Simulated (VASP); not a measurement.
Runs of VASP 6.6.1 on Hf3Cd. The structure is that of space group Fm-3m (No. 225), or close to it. The cells are those of the table. The cell was generated, and may not be a known phase.

```tsv
task	cell	k mesh	cutoff (eV)	gap on the mesh (eV)	pressure (GPa)	relaxed volume (Å³/atom)
single point	a = 4.958 Å, angles 60.0°, 4 atoms	12 × 12 × 12	520	none	(a)	-
single point	a = 4.961 Å, angles 60.0°, 4 atoms	4 × 4 × 4	520	none	-0.3	-
relaxation of cell and atoms	relaxed from a = 5.387 Å, angles 60.0°, 4 atoms	4 × 4 × 4	600	none	0.2	21.49
relaxation of cell and atoms	relaxed from a = 4.961 Å, angles 60.0°, 4 atoms	12 × 12 × 12	600	none	0.0	21.49
single point	a = 5.387 Å, angles 60.0°, 4 atoms	4 × 4 × 4	520	none	-15.1	-
```

Alike in all rows: level PBE; potentials or basis VASP PAW PBE potentials, release 64 (Hf_pv, Cd); no spin polarisation; smearing gaussian 0.1 eV.

**Question.** Fill in the values left out.

**Answer.** (a) -0.2.

Caveats: some runs use coarse meshes; spin-orbit coupling is left out, which moves the levels of the heavy elements; the volume moved by over 15 % at a fixed basis, so the end points are rough (at least some runs); the cell stands under tension (at least some runs).

A k mesh can miss the band edges, and the runs leave out spin-orbit coupling on Cd, Hf.

A gap of «none» marks levels without a gap at the run's occupations.
